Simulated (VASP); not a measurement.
# Nb (Im-3m) in VASP: further runs, part 2 of 2

VASP 6.6.1.

## Step 3: Single point, LDA

This run uses another cell than the first one, of 17.12 Å³/atom, 0.994 times its volume.

File INCAR:

```
ALGO = Normal
EDIFF = 1E-6
ENCUT = 520
ISIF = 2
ISMEAR = 0
LASPH = True
LCHARG = False
LREAL = False
LWAVE = False
NBANDS = 12
NELM = 80
PREC = Accurate
SIGMA = 0.1
```

File KPOINTS:

```
k-points
0
Gamma
  16 16 16
```

File POSCAR:

```
Nb
1.0
   -1.6234688167      1.6234688167      1.6234688167
    1.6234688167     -1.6234688167      1.6234688167
    1.6234688167      1.6234688167     -1.6234688167
Nb
1
Direct
    0.0000000000      0.0000000000      0.0000000000
```

Potentials or basis: VASP PAW LDA potentials, release 64 (Nb_sv).

On the command line:

```console
> cat potpaw_LDA.64/Nb_sv/POTCAR > POTCAR
> mpirun -np 1 vasp_std > vasp.out
```

OUTCAR:

```text
EDIFF = 1E-6
   ENCUT = 520
   ISIF = 2
   ISMEAR = 0
   LASPH = True
   LREAL = False
   NELM = 80
   PREC = Accurate

 ion  position               nearest neighbor table
   1  0.000  0.000  0.000-

  LATTYP: Found a body centered cubic cell.
 ALAT       =     3.2469376334

  Lattice vectors:

 A1 = (  -1.6234688167,   1.6234688167,   1.6234688167)
 A2 = (   1.6234688167,  -1.6234688167,   1.6234688167)
 A3 = (   1.6234688167,   1.6234688167,  -1.6234688167)

Analysis of symmetry for initial positions (statically):
=====================================================================
 Subroutine PRICEL returns:
 Original cell was already a primitive cell.

 Routine SETGRP: Setting up the symmetry group for a
 body centered cubic supercell.

 Subroutine GETGRP returns: Found 48 space group operations
 (whereof 48 operations were pure point group operations)
 out of a pool of 48 trial point group operations.

The static configuration has the point symmetry O_h .

Analysis of symmetry for dynamics (positions and initial velocities):
=====================================================================
 Subroutine PRICEL returns:
 Original cell was already a primitive cell.

 Routine SETGRP: Setting up the symmetry group for a
 body centered cubic supercell.

 Subroutine GETGRP returns: Found 48 space group operations
 (whereof 48 operations were pure point group operations)
 out of a pool of 48 trial point group operations.

The dynamic configuration has the point symmetry O_h .

 Subroutine INISYM returns: Found 48 space group operations
 (whereof 48 operations are pure point group operations),
 and found     1 'primitive' translations

----------------------------------------------------------------------------------------

                                     Primitive cell

  volume of cell :      17.1156

  direct lattice vectors                    reciprocal lattice vectors
    -1.623468817  1.623468817  1.623468817     0.000000000  0.307982509  0.307982509
     1.623468817 -1.623468817  1.623468817     0.307982509  0.000000000  0.307982509
     1.623468817  1.623468817 -1.623468817     0.307982509  0.307982509  0.000000000

  length of vectors
     2.811930475  2.811930475  2.811930475     0.435553042  0.435553042  0.435553042

  position of ions in fractional coordinates (direct lattice)
     0.000000000  0.000000000  0.000000000

  ion indices of the primitive-cell ions
   primitive index   ion index
                 1           1

----------------------------------------------------------------------------------------

 KPOINTS: k-points

Automatic generation of k-mesh.
 Grid dimensions read from file:
 generate k-points for:   16   16   16

 Generating k-lattice:

  Cartesian coordinates                     Fractional coordinates (reciprocal lattice)
     0.000000000  0.019248907  0.019248907     0.062500000  0.000000000  0.000000000
     0.019248907  0.000000000  0.019248907     0.000000000  0.062500000  0.000000000
     0.019248907  0.019248907  0.000000000     0.000000000  0.000000000  0.062500000

  Length of vectors
     0.027222065  0.027222065  0.027222065

  Shift w.r.t. Gamma in fractional coordinates (k-lattice)
     0.000000000  0.000000000  0.000000000

 Subroutine IBZKPT returns following result:
 ===========================================

 Found    145 irreducible k-points:

 Following reciprocal coordinates:
            Coordinates               Weight
  0.000000  0.000000  0.000000      1.000000
  0.062500  0.000000  0.000000     12.000000
  0.125000  0.000000  0.000000     12.000000
  0.187500  0.000000  0.000000     12.000000
  0.250000  0.000000  0.000000     12.000000
  0.312500  0.000000  0.000000     12.000000
[... 16 lines left out ...]
  0.187500  0.187500  0.000000     24.000000
  0.250000  0.187500  0.000000     48.000000
 [... further k-points ...]
   k-points           NKPTS =    145   k-points in BZ     NKDIM =    145   number of bands    NBANDS=     12
   number of dos      NEDOS =    301   number of ions     NIONS =      1
   total plane-waves  NPLWV =  13824
   dimension x,y,z NGX =    24 NGY =   24 NGZ =   24
   dimension x,y,z NGXF=    48 NGYF=   48 NGZF=   48
   ions per type =               1
   NGX,Y,Z   is equivalent  to a cutoff of  14.19, 14.19, 14.19 a.u.
   NGXF,Y,Z  is equivalent  to a cutoff of  28.38, 28.38, 28.38 a.u.
 SYSTEM =  unknown system
   PREC   = accura    normal or accurate (medium, high low for compatibility)
   ISTART =      0    job   : 0-new  1-cont  2-samecut
   ICHARG =      2    charge: 1-file 2-atom 10-const
   ISPIN  =      1    spin polarized calculation?
   LNONCOLLINEAR =      F non collinear calculations
   LSORBIT =      F    spin-orbit coupling
   LASPH  =      T    aspherical Exc in radial PAW
   ENCUT  =  520.0 eV  38.22 Ry    6.18 a.u.   5.23  5.23  5.23*2*pi/ulx,y,z
   NELM   =     80;   NELMIN=  2; NELMDL= -5     # of ELM steps
   EDIFF  = 0.1E-05   stopping-criterion for ELM
   LREAL  =      F    real-space projection
   EDIFFG = 0.1E-04   stopping-criterion for IOM
   NSW    =      0    number of steps for IOM
   IBRION =     -1    ionic relax: 0-MD 1-quasi-New 2-CG
   NFREE  =      0    steps in history (QN), initial steepest desc. (CG)
   ISIF   =      2    stress and relaxation
   ISYM   =      2    0-nonsym 1-usesym 2-fastsym
   POTIM  = 0.5000    time-step for ionic-motion
   TEBEG  =    0.0;   TEEND  =   0.0 temperature during run
   PSTRESS=    0.0 pullay stress
   NELECT =      13.0000    total number of electrons
   NUPDOWN=      -1.0000    fix difference up-down
   EMIN   =  10.00;   EMAX   =-10.00  energy-range for DOS
   EFERMI =   0.00;   METHOD = LEGACY
   ISMEAR =     0;   SIGMA  =   0.10  broadening in eV -4-tet -1-fermi 0-gaus
   EFERMI_NEDOS =   21; number of points for ismear=-14 and -15
   IALGO  =     38    algorithm
   IMIX   =      4    mixing-type and parameters
     AMIX     =   0.40;   BMIX     =  1.00
     AMIX_MAG =   1.60;   BMIX_MAG =  1.00
  volume/ion in A,a.u.               =      17.12       115.50
  Fermi-wavevector in a.u.,A,eV,Ry     =   1.493684  2.822653 30.355839  2.231091
  Thomas-Fermi vector in A             =   2.606053
   LORBIT       =      0    0 simple, 1 ext, 2 COOP (PROOUT), +10 PAW based schemes
   GGA     = CA    functional components
   LHFCALC =     F    Hartree Fock is set to
   AEXX    =    0.0000 exact exchange contribution
   IVDW    =     0    specifies the selected vdW correction
   LEPSILON=     F    determine dielectric tensor
   LRPA    =     F    only Hartree local field effects (RPA)
 non-spin polarized calculation
 Gauss-broadening in eV      SIGMA  =   0.10
  energy-cutoff  :      520.00
  volume of cell :       17.12
 maximum number of plane-waves:       474
 NGX is ok and might be reduce to    24
   NGX = 11   NGY = 11   NGZ = 11

 number of electron      13.0000001 magnetization

 Free energy of the ion-electron system (eV)
  ---------------------------------------------------
  ext. energy  EPLUGINS =         0.00000000
  ---------------------------------------------------
  free energy    TOTEN  =       -11.26239047 eV

  energy without entropy =      -11.25609507  energy(sigma->0) =      -11.25924277

 E-fermi :  11.7104     XC(G=0): -12.9794

 val. band max:       11.6978684937   @ k =  -0.3125   0.3750   0.0625
 cond. band min:      11.7254702163   @ k =  -0.1875   0.1875   0.0625
 fundamental gap:      0.0276017226
 Fermi energy:        11.7103614805

 k-point     1 :       0.0000    0.0000    0.0000
  band No.  band energies     occupation
      1     -42.2906      2.00000
      2     -17.6182      2.00000
      3     -17.6182      2.00000
      4     -17.6182      2.00000
      5       5.7119      2.00000
      6      12.0423      0.00000
      7      12.0423      0.00000
      8      12.0423      0.00000
      9      15.1182      0.00000
     10      15.1182      0.00000
     11      26.0968      0.00000
     12      26.0968      0.00000
[... 331 lines left out ...]
 k-point    24 :       0.2500    0.1875    0.0000
  band No.  band energies     occupation
      1     -42.0187      2.00000
      2     -18.8845      2.00000
      3     -18.1413      2.00000
      4     -17.7594      2.00000
      5       8.9045      2.00000
      6      10.3099      2.00000
      7      11.3269      2.00000
      8      14.5201      0.00000
      9      15.9763      0.00000
     10      18.0352      0.00000
     11      25.2775      0.00000
     12      27.0082      0.00000

 [... further k-points ...]

------------------------ aborting loop because EDIFF is reached ----------------------------------------

  FORCE on cell =-STRESS in cart. coord.  units (eV):
  Direction    XX          YY          ZZ          XY          YZ          ZX
  --------------------------------------------------------------------------------------
  -------------------------------------------------------------------------------------
  Total       -0.0162270     -0.0162270     -0.0162270      0.0000000      0.0000000      0.0000000
  in kB       -1.5189940     -1.5189940     -1.5189940      0.0000000      0.0000000      0.0000000
  external PRESSURE =      -1.5189940 kB  Pullay stress =       0.0000000 kB

 VOLUME and BASIS-vectors are now :
 -----------------------------------------------------------------------------
  energy-cutoff  :      520.00
  volume of cell :       17.12
      direct lattice vectors                 reciprocal lattice vectors
    -1.623468817  1.623468817  1.623468817     0.000000000  0.307982509  0.307982509
     1.623468817 -1.623468817  1.623468817     0.307982509  0.000000000  0.307982509
     1.623468817  1.623468817 -1.623468817     0.307982509  0.307982509  0.000000000

 POSITION                                       TOTAL-FORCE (eV/Angst)
 -----------------------------------------------------------------------------------
      0.00000      0.00000      0.00000         0.000000     -0.000000     -0.000000
 -----------------------------------------------------------------------------------
    total drift:                                0.000000      0.000000     -0.000000

  FREE ENERGIE OF THE ION-ELECTRON SYSTEM (eV)
  ---------------------------------------------------
  free  energy   TOTEN  =       -11.2623904699 eV

  energy  without entropy=      -11.2560950711  energy(sigma->0) =      -11.25924277
```

stdout:

```text
POSCAR found type information on POSCAR Nb
 POSCAR found :  1 types and       1 ions
 scaLAPACK will be used
 LDA part: xc-table for (Slater(with rela. corr.)+CA(PZ))
 , standard interpolation
 POSCAR, INCAR and KPOINTS ok, starting setup
 FFT: planning ... GRIDC
 FFT: planning ... GRID_SOFT
 FFT: planning ... GRID
 WAVECAR not read
 entering main loop
```

It took 16 s on 1 thread of Intel Xeon 6975P-C, shared host; peak memory 0.15 GiB.

Results:

| Item | Value |
| --- | --- |
| Free energy | -11.2624 eV |
| Pressure | -0.2 GPa |

Levels at points of the mesh, in eV from the Fermi level:
| k point | band 3 | band 4 | band 5 | band 6 | band 7 | band 8 | band 9 | band 10 |
| --- | --- | --- | --- | --- | --- | --- | --- | --- |
| (0.00, 0.00, 0.00) | -29.33 | -29.33 | -6.00 | 0.33 | 0.33 | 0.33 | 3.41 | 3.41 |
| (0.50, 0.00, 0.00) | -29.83 | -29.35 | -3.94 | -1.83 | 2.62 | 3.47 | 4.20 | 6.83 |
| (0.50, 0.50, 0.50) | -30.42 | -30.42 | -4.03 | -4.03 | 5.99 | 5.99 | 5.99 | 9.53 |

## Step 4: Single point, LDA

This run uses another cell than the first one, of 17.16 Å³/atom, 0.997 times its volume.

File INCAR:

```
SYSTEM = Nb
  PREC = Accurate
  ENCUT = 520
  EDIFF = 1E-6
  ISMEAR = -1
  SIGMA = 0.15
  LREAL = .FALSE.
  LASPH = .TRUE.
  NELM = 80
  ALGO = Normal
  ISIF = 2
  LWAVE = .FALSE.
  LCHARG = .FALSE.
  NBANDS = 12
```

File KPOINTS:

```
regular mesh
0
G
  16 16 16
  0 0 0
```

File POSCAR:

```
Nb
1.0
   -1.6248881209      1.6248881209      1.6248881209
    1.6248881209     -1.6248881209      1.6248881209
    1.6248881209      1.6248881209     -1.6248881209
Nb
1
Direct
    0.0000000000      0.0000000000      0.0000000000
```

On the command line:

```console
> cat potpaw_LDA.64/Nb_sv/POTCAR > POTCAR
> mpirun -np 1 vasp_std > vasp.out
```

Run time: 17 s. Hardware: 1 thread of Intel Xeon 6975P-C, shared host; peak memory 0.15 GiB.

The run converged. Its results:

```
Free energy : -11.3082 eV
Pressure    : -0.2 GPa
```

Levels at points of the mesh, in eV from the Fermi level:
| k point | band 2 | band 3 | band 4 | band 5 | band 6 | band 7 | band 8 | band 9 | band 10 | band 11 |
| --- | --- | --- | --- | --- | --- | --- | --- | --- | --- | --- |
| (0.00, 0.00, 0.00) | -29.38 | -29.38 | -29.38 | -6.04 | 0.29 | 0.29 | 0.29 | 3.36 | 3.36 | 14.33 |
| (0.50, 0.00, 0.00) | -30.98 | -29.88 | -29.40 | -3.97 | -1.86 | 2.56 | 3.42 | 4.14 | 6.77 | 11.76 |
| (0.50, 0.50, 0.50) | -30.47 | -30.47 | -30.47 | -4.06 | -4.06 | 5.92 | 5.92 | 5.92 | 9.46 | 9.46 |

## Step 5: Summary

| cell | k mesh | smearing | gap on the mesh (eV) | pressure (GPa) |
| --- | --- | --- | --- | --- |
| a = 2.817 Å, angles 109.5°, 1 atom | 8 × 8 × 8 | gaussian 0.1 eV | none | -0.1 |
| a = 2.812 Å, angles 109.5°, 1 atom | 16 × 16 × 16 | gaussian 0.1 eV | none | -0.2 |
| a = 2.814 Å, angles 109.5°, 1 atom | 16 × 16 × 16 | fermi-dirac 0.15 eV | none | -0.2 |

Alike in all rows: task single point; level LDA; potentials or basis VASP PAW LDA potentials, release 64 (Nb_sv); no spin polarisation; cutoff (eV) 520.

Absolute energies hang on the potentials; compare differences alone.
